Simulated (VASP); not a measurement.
Crystal: In2O.

```xyz
3
Lattice="4.1132 0.0000 0.0000 0.0000 4.1132 0.0000 0.0000 0.0000 2.9085" Properties=species:S:1:pos:R:3 pbc="T T T"
In    0.0000    2.0566    0.0000
In    2.0566    0.0000    0.0000
O     2.0566    2.0566    1.4543
```

| Property | Result |
| --- | --- |
| Program | VASP 6.6.1 |
| Task | relaxation of cell and atoms |
| Functional | PBE |
| Potentials or basis | VASP PAW PBE potentials, release 64 (In_d, O) |
| Cutoff | 600 eV |
| k mesh | 4 × 4 × 6 |
| Occupations | gaussian, width 0.1 eV |
| Spin | no spin polarisation |

At the start: pressure 18.8 GPa; volume 16.40 Å³/atom.

How do energy, volume and symmetry change on relaxing?

Over 6 steps the energy falls by 195.2 meV/atom and the volume is 20.22 Å³/atom (+23.3 %); space group P4/mmm (No. 123, to 0.05 Å).

The path:
```tsv
step	energy change (eV)	largest force (eV/Å)	pressure (GPa)	volume (Å³)
1	0.0000	0.0000	18.81	49.21
2	-0.5257	0.0000	-3.04	64.23
3	-0.5601	0.0000	-0.06	60.44
4	-0.5602	0.0000	-0.29	60.68
5	-0.5797	0.0000	-0.23	60.69
6	-0.5857	0.0000	-0.09	60.67
```

Final structure:
```xyz
3
Lattice="4.3134 0.0000 0.0000 0.0000 4.3134 0.0000 0.0000 0.0000 3.2608" Properties=species:S:1:pos:R:3 pbc="T T T"
In    0.0000    2.1567    0.0000
In    2.1567    0.0000    0.0000
O     2.1567    2.1567    1.6304
```

Caveat: the k points lie up to 0.36 Å⁻¹ apart in the final cell; the volume moved by over 15 % at a fixed basis, so the end points are rough.
